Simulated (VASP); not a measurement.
# MgAl16 in VASP: a series of runs, part 2 of 2

VASP 6.6.1. Earlier steps stand in the parts before.

### Step 3. Single point, PBE

File INCAR:

```
SYSTEM = MgAl16
PREC = Accurate
ENCUT = 520
EDIFF = 1E-6
ISMEAR = 0
SIGMA = 0.05
LREAL = Auto
LASPH = .True.
NELM = 80
ALGO = Normal
ISIF = 2
LWAVE = .False.
LCHARG = .True.
GGA = PE
LELF = .True.
LVHAR = .True.
NBANDS = 39
```

File KPOINTS:

```
regular mesh
0
Gamma
  2 3 1
  0 0 0
```

File POSCAR:

```
MgAl16
1.0
    8.1000000000      0.0000000000      0.0000000000
    0.0000000000      5.7275650000      0.0000000000
    0.0000000000      0.0000000000     16.2956740000
Al Mg
16 1
Direct
    0.2500000000      0.2499999564      0.0613659797
    0.7500000000      0.2499999564      0.0613659797
    0.2500000000      0.7500000436      0.0613659797
    0.7500000000      0.7500000436      0.0613659797
    0.0027806173      0.0012500949      0.1381518187
    0.4975083951      0.0012113350      0.1381611463
    0.0007307407      0.5026753952      0.1379453222
    0.4994620988      0.5026196996      0.1379451381
    0.2504664198      0.2551332023      0.2226641255
    0.7504864198      0.2491416509      0.2277964078
    0.2504825926      0.7472957531      0.2287261024
    0.7504845679      0.7679916334      0.2273388017
    0.0084190123      0.0110640386      0.3062739228
    0.4928140741      0.0111267179      0.3062510332
   -0.0143022222      0.5152618958      0.3036590570
    0.5154528395      0.5152763871      0.3036330378
    0.2506481481      0.3748746631      0.3946387857
```

Potentials or basis: VASP PAW PBE potentials, release 64 (Al, Mg).

On the command line:

```sh
$ cat potpaw_PBE.64/Al/POTCAR potpaw_PBE.64/Mg/POTCAR > POTCAR
$ mpirun -np 1 vasp_std > vasp.out
```

OUTCAR:

```text
SYSTEM = MgAl16
   PREC = Accurate
   ENCUT = 520
   EDIFF = 1E-6
   ISMEAR = 0
   LREAL = Auto
   LASPH = .True.
   NELM = 80
   ISIF = 2
   GGA = PE

 ion  position               nearest neighbor table
   1  0.250  0.250  0.061-   9 2.63   5 2.76   6 2.76   7 2.78   8 2.78   3 2.86   3 2.86
   2  0.750  0.250  0.061-  10 2.71   8 2.79   7 2.79   6 2.79   5 2.79   4 2.86   4 2.86
   3  0.250  0.750  0.061-  11 2.73   7 2.76   5 2.77   8 2.77   6 2.77   1 2.86   1 2.86
   4  0.750  0.750  0.061-  12 2.71   8 2.77   7 2.77   6 2.80   5 2.80   2 2.86   2 2.86
   5  0.003  0.001  0.138-  13 2.74   1 2.76   3 2.77   2 2.79   4 2.80   9 2.83  12 2.84   7 2.86
                             7 2.87  11 2.88  10 2.89
   6  0.498  0.001  0.138-  14 2.74   1 2.76   3 2.77   2 2.79   4 2.80   9 2.83  12 2.85   8 2.86
                             8 2.87  11 2.88  10 2.89
   7  0.001  0.503  0.138-  15 2.70   3 2.76   4 2.77   1 2.78   2 2.79   9 2.83   5 2.86  11 2.87
                             5 2.87  10 2.89  12 2.92
   8  0.499  0.503  0.138-  16 2.70   3 2.77   4 2.77   1 2.78   2 2.79   9 2.83   6 2.86  11 2.87
                             6 2.87  10 2.90  12 2.93
   9  0.250  0.255  0.223-   1 2.63  13 2.77  14 2.77  11 2.82   8 2.83   7 2.83   6 2.83   5 2.83
                            17 2.89  11 2.91  15 2.93  16 2.93
  10  0.750  0.249  0.228-   2 2.71  16 2.73  15 2.74  12 2.76  14 2.80  13 2.80   5 2.89   6 2.89
                             7 2.89   8 2.90  12 2.97
  11  0.250  0.747  0.229-   3 2.73  13 2.78  14 2.78  15 2.80  16 2.80   9 2.82   8 2.87   7 2.87
                             6 2.88   5 2.88   9 2.91  17 3.44
  12  0.750  0.768  0.227-  16 2.70  15 2.70   4 2.71  10 2.76  14 2.82  13 2.82   5 2.84   6 2.85
                             7 2.92   8 2.93  10 2.97
  13  0.008  0.011  0.306-   5 2.74   9 2.77  11 2.78  10 2.80  12 2.82  15 2.85  15 2.89  17 3.20

  14  0.493  0.011  0.306-   6 2.74   9 2.77  11 2.78  10 2.80  12 2.82  16 2.85  16 2.89  17 3.20

  15  0.986  0.515  0.304-  12 2.70   7 2.70  17 2.73  10 2.74  11 2.80  13 2.85  13 2.89   9 2.93

  16  0.515  0.515  0.304-  12 2.70   8 2.70  17 2.73  10 2.73  11 2.80  14 2.85  14 2.89   9 2.93

  17  0.251  0.375  0.395-  16 2.73  15 2.73   9 2.89  14 3.20  13 3.20  11 3.44

  LATTYP: Found a simple orthorhombic cell.
 ALAT       =     5.7275650000
[... 173 lines left out ...]
   LEPSILON=     F    determine dielectric tensor
   LRPA    =     F    only Hartree local field effects (RPA)
 non-spin polarized calculation
 Gauss-broadening in eV      SIGMA  =   0.05
  energy-cutoff  :      520.00
  volume of cell :      756.01
 maximum number of plane-waves:     20376
   NGX = 31   NGY = 21   NGZ = 61

 number of electron      50.0000000 magnetization

 Free energy of the ion-electron system (eV)
  ---------------------------------------------------
  ext. energy  EPLUGINS =         0.00000000
  ---------------------------------------------------
  free energy    TOTEN  =       -55.80208928 eV

  energy without entropy =      -55.78921802  energy(sigma->0) =      -55.79565365

 E-fermi :   0.5261     XC(G=0):  -4.9799

 val. band max:        0.4995042476   @ k =   0.5000   0.0000   0.0000
 cond. band min:       0.5297186766   @ k =   0.0000   0.0000   0.0000
 fundamental gap:      0.0302144290
 Fermi energy:         0.5260624793

 k-point     1 :       0.0000    0.0000    0.0000
  band No.  band energies     occupation
      1      -9.7316      2.00000
      2      -7.5514      2.00000
      3      -7.5091      2.00000
      4      -7.2936      2.00000
      5      -5.3384      2.00000
      6      -5.3102      2.00000
[... 149 lines left out ...]
     36       3.0682      0.00000
     37       3.0810      0.00000
 [bands above 37 left out]

------------------------ aborting loop because EDIFF is reached ----------------------------------------

  FORCE on cell =-STRESS in cart. coord.  units (eV):
  Direction    XX          YY          ZZ          XY          YZ          ZX
  --------------------------------------------------------------------------------------
  -------------------------------------------------------------------------------------
  Total        5.6831222     -5.7986301     -0.2522622      0.0033337     -0.7322398     -0.0317805
  in kB       12.0439850    -12.2887756     -0.5346079      0.0070650     -1.5518028     -0.0673509
  external PRESSURE =      -0.2597995 kB  Pullay stress =       0.0000000 kB

 VOLUME and BASIS-vectors are now :
 -----------------------------------------------------------------------------
  energy-cutoff  :      520.00
  volume of cell :      756.01
      direct lattice vectors                 reciprocal lattice vectors
     8.100000000  0.000000000  0.000000000     0.123456790  0.000000000  0.000000000
     0.000000000  5.727565000  0.000000000     0.000000000  0.174594265  0.000000000
     0.000000000  0.000000000 16.295674000     0.000000000  0.000000000  0.061365980

 POSITION                                       TOTAL-FORCE (eV/Angst)
 -----------------------------------------------------------------------------------
      2.02500      1.43189      1.00000         0.000755      0.153256     -0.229972
      6.07500      1.43189      1.00000         0.001958      0.011748      0.079501
      2.02500      4.29567      1.00000         0.001850     -0.115727      0.109140
      6.07500      4.29567      1.00000         0.001700      0.027655      0.066367
      0.02252      0.00716      2.25128        -0.010666      0.003795      0.017966
      4.02982      0.00694      2.25143         0.010696      0.003648      0.016856
[... 9 lines left out ...]
      4.17517      2.95128      4.94790         0.008994      0.034655      0.013851
      2.03025      2.14712      6.43090        -0.000465     -0.243858     -0.040010
 -----------------------------------------------------------------------------------
    total drift:                                0.001069     -0.001121      0.005804

  FREE ENERGIE OF THE ION-ELECTRON SYSTEM (eV)
  ---------------------------------------------------
  free  energy   TOTEN  =       -55.8020892776 eV

  energy  without entropy=      -55.7892180226  energy(sigma->0) =      -55.79565365
```

Wall time 4.3 min (1 thread of Intel Xeon 8259CL, shared host); peak memory 0.7 GiB.

What came out:

| Item | Value |
| --- | --- |
| Free energy | -55.8021 eV |
| Largest force | 0.276 eV/Å |
| Band gap on the k mesh | zero (bands 25 and 26 overlap by 0.33 eV) |

Forces on the atoms (eV/Å):
```
Al   0.001  0.153 -0.230
Al   0.002  0.012  0.080
Al   0.002 -0.116  0.109
Al   0.002  0.028  0.066
Al  -0.011  0.004  0.018
Al   0.011  0.004  0.017
Al  -0.020 -0.003  0.008
Al   0.021 -0.002  0.008
Al  -0.003 -0.006 -0.035
Al   0.000  0.034 -0.006
Al  -0.001 -0.003 -0.020
Al   0.000  0.015 -0.011
Al   0.002  0.029  0.005
Al  -0.004  0.028  0.004
Al  -0.011  0.033  0.013
Al   0.009  0.035  0.014
Mg   0.000 -0.244 -0.040
```

Levels at points of the mesh, in eV from the Fermi level:
```
           k point  band 21  band 22  band 23  band 24  band 25  band 26  band 27  band 28  band 29  band 30
(0.00, 0.00, 0.00)    -1.56    -0.89    -0.76    -0.69    -0.26     0.00     0.11     0.47     1.23     1.31
(0.50, 0.00, 0.00)    -1.01    -1.00    -0.97    -0.91    -0.03     0.25     0.32     0.46     0.54     1.35
```

Caveat: the k points lie up to 0.39 Å⁻¹ apart; there is no dipole correction, which matters where the two faces differ.

The gap in the log of VASP goes by the Fermi energy; the results here count the filled bands.